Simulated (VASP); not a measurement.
# BaTiO3 (Cm) in VASP: notebook

Runs on BaTiO3. Level: PBEsol. Tasks: electric field gradients.

Everything below comes from runs of VASP 6.6.1. Logs are shortened: lines on timing, memory, paths and dates and some standing lists are left out, and cuts for length are marked.

**1. The cell of the first run**

The structure is monoclinic, space group Cm (No. 8). The conventional cell has a = 5.743 Å, b = 5.572 Å, c = 4.019 Å, α = 90.00°, β = 92.41°, γ = 90.00°. Ba (site symmetry m) has 12 O at 2.75 to 2.92 Å and 8 Ti at 3.39 to 3.62 Å within 3.7 Å. Ti (site symmetry m) has 6 O at 1.87 to 2.15 Å within 2.5 Å. O (site symmetry m) has 2 Ti at 1.87 to 2.15 Å within 2.5 Å. Within 3.0 Å of O (site symmetry 1) lie 2 Ti at 2.00 to 2.01 Å and 4 Ba at 2.75 to 2.92 Å and 8 O at 2.79 to 2.88 Å.

**2. Electric field gradients, PBEsol (equal xy, yz and zx shear strains of +3 %)**

INCAR

```
PREC = Accurate
ENCUT = 520
EDIFF = 1E-8
ISMEAR = -1
SIGMA = 0.08
LREAL = F
LASPH = T
NELM = 60
ALGO = Normal
ISIF = 2
LWAVE = F
LCHARG = F
GGA = PS
LEFG = T
NBANDS = 28
```

KPOINTS

```
Automatic mesh
0
Gamma
  7 7 7
```

POSCAR

```
BaTiO3
1.0
    3.9998000000      0.0599970000      0.0599970000
    0.0599970000      3.9998000000      0.0599970000
    0.0602700000      0.0602700000      4.0180000000
Ba Ti O
1 1 3
Direct
    0.0000000000      0.0000000000      0.0000000000
    0.5000000000      0.5000000000      0.4820000000
    0.5000000000      0.5000000000      0.0160000000
    0.5000000000      0.0000000000      0.5150000000
    0.0000000000      0.5000000000      0.5150000000
```

Potentials or basis: VASP PAW PBE potentials, release 64 (Ba_sv, Ti_sv, O).

Run with:

```sh
> cat potpaw_PBE.64/Ba_sv/POTCAR potpaw_PBE.64/Ti_sv/POTCAR potpaw_PBE.64/O/POTCAR > POTCAR
> mpirun -np 1 vasp_std > vasp.out
```

OUTCAR:

```text
PREC = Accurate
   ENCUT = 520
   EDIFF = 1E-8
   ISMEAR = -1
   LREAL = F
   LASPH = T
   NELM = 60
   ISIF = 2
   GGA = PS

 ion  position               nearest neighbor table
   1  0.000  0.000  0.000-   4 2.75   5 2.75   3 2.79   3 2.79   4 2.83   5 2.83   5 2.83   4 2.83
                             3 2.87   3 2.87   4 2.92   5 2.92   2 3.39   2 3.39   2 3.40   2 3.47
   2  0.500  0.500  0.482-   3 1.87   4 2.00   5 2.00   4 2.01   5 2.01   3 2.15   1 3.39   1 3.39
                             1 3.40   1 3.47   1 3.48   1 3.48   1 3.53   1 3.62
   3  0.500  0.500  0.016-   2 1.87   2 2.15   1 2.79   1 2.79   1 2.87   1 2.87
   4  0.500  0.000  0.515-   2 2.00   2 2.01   1 2.75   1 2.83   1 2.83   1 2.92
   5  0.000  0.500  0.515-   2 2.00   2 2.01   1 2.75   1 2.83   1 2.83   1 2.92

  LATTYP: Found a base centered monoclinic cell.
 ALAT       =     5.7426737608
 B/A-ratio  =     0.9702314754
 C/A-ratio  =     0.6998314924
 COS(beta)  =    -0.0420942467

  Lattice vectors:

 A1 = (  -3.9998000000,  -0.0599970000,  -0.0599970000)
 A2 = (  -0.0599970000,  -3.9998000000,  -0.0599970000)
 A3 = (   0.0602700000,   0.0602700000,   4.0180000000)

Analysis of symmetry for initial positions (statically):
=====================================================================
 Subroutine PRICEL returns:
 Original cell was already a primitive cell.

 Routine SETGRP: Setting up the symmetry group for a
 base centered monoclinic supercell.

 Subroutine GETGRP returns: Found  2 space group operations
 (whereof  2 operations were pure point group operations)
 out of a pool of  4 trial point group operations.

The static configuration has the point symmetry C_1h.

Analysis of symmetry for dynamics (positions and initial velocities):
=====================================================================
 Subroutine PRICEL returns:
 Original cell was already a primitive cell.

 Routine SETGRP: Setting up the symmetry group for a
 base centered monoclinic supercell.

 Subroutine GETGRP returns: Found  2 space group operations
 (whereof  2 operations were pure point group operations)
 out of a pool of  4 trial point group operations.

The dynamic configuration has the point symmetry C_1h.

 Subroutine INISYM returns: Found  2 space group operations
 (whereof  2 operations are pure point group operations),
 and found     1 'primitive' translations

----------------------------------------------------------------------------------------

                                     Primitive cell

  volume of cell :      64.2386

  direct lattice vectors                    reciprocal lattice vectors
     3.999800000  0.059997000  0.059997000     0.250123393 -0.003696405 -0.003696405
     0.059997000  3.999800000  0.059997000    -0.003696405  0.250123393 -0.003696405
     0.060270000  0.060270000  4.018000000    -0.003679662 -0.003679662  0.248990430

  length of vectors
     4.000699854  4.000699854  4.018903948     0.250178013  0.250178013  0.249044803

  position of ions in fractional coordinates (direct lattice)
     0.000000000  0.000000000  0.000000000
     0.500000000  0.500000000  0.482000000
     0.500000000  0.500000000  0.016000000
     0.500000000  1.000000000  0.515000000
     1.000000000  0.500000000  0.515000000

  ion indices of the primitive-cell ions
   primitive index   ion index
                 1           1
                 2           2
                 3           3
                 4           4
                 5           5

----------------------------------------------------------------------------------------

 KPOINTS: Automatic mesh

Automatic generation of k-mesh.
 Grid dimensions read from file:
 generate k-points for:    7    7    7

 Generating k-lattice:

[... 51 lines left out ...]
 SYSTEM =  unknown system
   PREC   = accura    normal or accurate (medium, high low for compatibility)
   ISTART =      0    job   : 0-new  1-cont  2-samecut
   ICHARG =      2    charge: 1-file 2-atom 10-const
   ISPIN  =      1    spin polarized calculation?
   LNONCOLLINEAR =      F non collinear calculations
   LSORBIT =      F    spin-orbit coupling
   LASPH  =      T    aspherical Exc in radial PAW
   ENCUT  =  520.0 eV  38.22 Ry    6.18 a.u.   7.44  7.44  7.47*2*pi/ulx,y,z
   NELM   =     60;   NELMIN=  2; NELMDL= -5     # of ELM steps
   EDIFF  = 0.1E-07   stopping-criterion for ELM
   LREAL  =      F    real-space projection
   EDIFFG = 0.1E-06   stopping-criterion for IOM
   NSW    =      0    number of steps for IOM
   IBRION =     -1    ionic relax: 0-MD 1-quasi-New 2-CG
   NFREE  =      0    steps in history (QN), initial steepest desc. (CG)
   ISIF   =      2    stress and relaxation
   ISYM   =      2    0-nonsym 1-usesym 2-fastsym
   POTIM  = 0.5000    time-step for ionic-motion
   TEBEG  =    0.0;   TEEND  =   0.0 temperature during run
   PSTRESS=    0.0 pullay stress
   NELECT =      40.0000    total number of electrons
   NUPDOWN=      -1.0000    fix difference up-down
   EMIN   =  10.00;   EMAX   =-10.00  energy-range for DOS
   EFERMI =   0.00;   METHOD = LEGACY
   ISMEAR =    -1;   SIGMA  =   0.08  broadening in eV -4-tet -1-fermi 0-gaus
   EFERMI_NEDOS =   21; number of points for ismear=-14 and -15
   IALGO  =     38    algorithm
   IMIX   =      4    mixing-type and parameters
     AMIX     =   0.40;   BMIX     =  1.00
     AMIX_MAG =   1.60;   BMIX_MAG =  1.00
  volume/ion in A,a.u.               =      12.85        86.70
  Fermi-wavevector in a.u.,A,eV,Ry     =   1.397964  2.641770 26.589926  1.954304
  Thomas-Fermi vector in A             =   2.521169
   LORBIT       =      0    0 simple, 1 ext, 2 COOP (PROOUT), +10 PAW based schemes
   GGA     = PS    functional components
   LHFCALC =     F    Hartree Fock is set to
   AEXX    =    0.0000 exact exchange contribution
   IVDW    =     0    specifies the selected vdW correction
   LEPSILON=     F    determine dielectric tensor
   LRPA    =     F    only Hartree local field effects (RPA)
 non-spin polarized calculation
  energy-cutoff  :      520.00
  volume of cell :       64.24
 maximum number of plane-waves:      1753
 NGX is ok and might be reduce to    30
   NGX = 15   NGY = 15   NGZ = 15

 number of electron      39.9999967 magnetization

 Free energy of the ion-electron system (eV)
  ---------------------------------------------------
  ext. energy  EPLUGINS =         0.00000000
  ---------------------------------------------------
  free energy    TOTEN  =       -41.92361489 eV

  energy without entropy =      -41.92361303  energy(sigma->0) =      -41.92361396

 E-fermi :   4.6292     XC(G=0): -11.5015

 val. band max:        3.6621838462   @ k =  -0.4286  -0.4286   0.4286
 cond. band min:       5.4237280732   @ k =   0.0000   0.0000   0.0000
 fundamental gap:      1.7615442270
 Fermi energy:         4.6292369909

 k-point     1 :       0.0000    0.0000    0.0000
  band No.  band energies     occupation
      1     -52.5999      2.00000
      2     -28.9721      2.00000
      3     -28.9353      2.00000
      4     -28.9076      2.00000
      5     -21.1002      2.00000
      6     -13.1365      2.00000
[... 733 lines left out ...]
     27       9.6307      0.00000
     28      11.7704      0.00000

 [... further k-points ...]

------------------------ aborting loop because EDIFF is reached ----------------------------------------

  FORCE on cell =-STRESS in cart. coord.  units (eV):
  Direction    XX          YY          ZZ          XY          YZ          ZX
  --------------------------------------------------------------------------------------
  -------------------------------------------------------------------------------------
  Total       -0.8214464     -0.8214464     -0.1906326     -1.4739340     -1.4207526     -1.4207524
  in kB      -20.4877216    -20.4877216     -4.7545729    -36.7614341    -35.4350342    -35.4350301
  external PRESSURE =     -15.2433387 kB  Pullay stress =       0.0000000 kB

 VOLUME and BASIS-vectors are now :
 -----------------------------------------------------------------------------
  energy-cutoff  :      520.00
  volume of cell :       64.24
      direct lattice vectors                 reciprocal lattice vectors
     3.999800000  0.059997000  0.059997000     0.250123393 -0.003696405 -0.003696405
     0.059997000  3.999800000  0.059997000    -0.003696405  0.250123393 -0.003696405
     0.060270000  0.060270000  4.018000000    -0.003679662 -0.003679662  0.248990430

 POSITION                                       TOTAL-FORCE (eV/Angst)
 -----------------------------------------------------------------------------------
      0.00000      0.00000      0.00000        -0.006701     -0.006701     -0.081565
      2.05895      2.05895      1.99667        -0.069747     -0.069747      0.035958
      2.03086      2.03086      0.12428         0.039910      0.039910      0.371335
      2.03094      0.06104      2.09927         0.032172      0.004365     -0.162864
      0.06104      2.03094      2.09927         0.004365      0.032172     -0.162864
 -----------------------------------------------------------------------------------
    total drift:                                0.000031      0.000031     -0.000639

  FREE ENERGIE OF THE ION-ELECTRON SYSTEM (eV)
  ---------------------------------------------------
  free  energy   TOTEN  =       -41.9236148885 eV

  energy  without entropy=      -41.9236130350  energy(sigma->0) =      -41.92361396

 Electric field gradients (V/A^2)
---------------------------------------------------------------------
 ion       V_xx      V_yy      V_zz      V_xy      V_xz      V_yz
---------------------------------------------------------------------
   1       2.204     2.204    -4.408    20.917    21.058    21.058
   2       1.130     1.130    -2.260    -5.313    -5.470    -5.470
   3      -7.160    -7.160    14.320    -0.002     3.589     3.589
   4     -12.236    25.525   -13.289     4.167    -0.005     4.038
   5      25.525   -12.236   -13.289     4.167     4.038    -0.005
---------------------------------------------------------------------

 Electric field gradients after diagonalization (V/A^2)
 (convention: |V_zz| > |V_xx| > |V_yy|)
----------------------------------------------------------------------
 ion       V_xx      V_yy      V_zz     asymmetry (V_yy - V_xx)/ V_zz
----------------------------------------------------------------------
   1     -23.451   -18.713    42.164       0.112
   2       6.443     4.574   -11.017       0.170
   3      -8.300    -7.158    15.458       0.074
   4     -13.861   -12.524    26.386       0.051
   5     -13.861   -12.524    26.386       0.051
----------------------------------------------------------------------

           NMR quadrupolar parameters

 Cq : quadrupolar parameter    Cq=e*Q*V_zz/h
 eta: asymmetry parameters     (V_yy - V_xx)/ V_zz
 Q  : nuclear electric quadrupole moment in mb (millibarn)
----------------------------------------------------------------------
 ion       Cq(MHz)       eta       Q (mb)
----------------------------------------------------------------------
   1       0.102       0.112       1.000
   2      -0.027       0.170       1.000
   3       0.037       0.074       1.000
   4       0.064       0.051       1.000
   5       0.064       0.051       1.000
----------------------------------------------------------------------
```

Run time: 4.8 min. Hardware: 1 thread of Intel Xeon 8259CL, shared host; peak memory 0.3 GiB.

What came out:

* Free energy: -41.9236 eV
* Pressure: -1.5 GPa
* Largest force: 0.376 eV/Å
* Band gap on the k mesh: 1.76 eV (least direct gap 1.92 eV)
* Largest electric field gradient by atom: Ba +42.2; Ti -11.0; O +15.5, +26.4 (each value once) V/Å²

Forces on the atoms (eV/Å):
```
Ba  -0.007 -0.007 -0.082
Ti  -0.070 -0.070  0.036
O    0.040  0.040  0.371
O    0.032  0.004 -0.163
O    0.004  0.032 -0.163
```

Stress tensor (GPa, compression positive):
```
-2.05 -3.68 -3.54
-3.68 -2.05 -3.54
-3.54 -3.54 -0.48
```

Electric field gradients, principal values (V/Å²):
```csv
atom,least,middle,greatest (by size)
1 Ba,-18.713,-23.451,42.164
2 Ti,4.574,6.443,-11.017
3 O,-7.158,-8.300,15.458
4 O,-12.524,-13.861,26.386
5 O,-12.524,-13.861,26.386
```

Caveat: the cell differs from its parent crystal (equal xy, yz and zx shear strains of +3 %); without QUAD_EFG the Cq values of the log hold for a quadrupole moment of 1 mb, not for the nuclei; the PAW data sets were made with another functional, which shifts forces and pressure a little; spin-orbit coupling is left out, which moves the levels of the heavy elements; an odd mesh through Γ misses points on the zone boundary, where band edges can lie.

(Part 1 of 2 ends here.)
